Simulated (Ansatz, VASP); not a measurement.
Two plane-wave programs on AgI

```xyz
4
Lattice="4.6509 0.0000 0.0000 -2.3254 4.0278 0.0000 0.0000 0.0000 7.5993" Properties=species:S:1:pos:R:3 pbc="T T T"
Ag    0.0000    2.6852    0.0000
Ag    2.3254    1.3426    3.7997
I     0.0000    2.6852    2.8497
I     2.3254    1.3426    6.6493
```

Alike in both runs: task single point; functional PBEsol; k mesh 6 × 6 × 2; occupations fermi-dirac, width 0.5 eV; no spin polarisation.

|  | VASP | Ansatz |
| --- | --- | --- |
| version | VASP 6.6.1 | Ansatz 0.2.0 |
| potentials or method | VASP PAW PBE potentials, release 64 (Ag, I) | plane waves |
| plane-wave cutoff (eV) | 500 | 420 |
| valence electrons in the cell | 36 | 72 |

|  | VASP | Ansatz | Ansatz less VASP |
| --- | --- | --- | --- |
| pressure (GPa) | -1.5 | -1.5 | +0.02 |

VASP's potentials were made for PBE, not for PBEsol. The functional is the same, so the differences come from potentials, cutoffs and numerics. VASP's potentials hold 36 valence electrons a cell and Ansatz's 72, so a difference there can come from the potentials and not from the codes.

Neither program's run includes spin-orbit coupling.
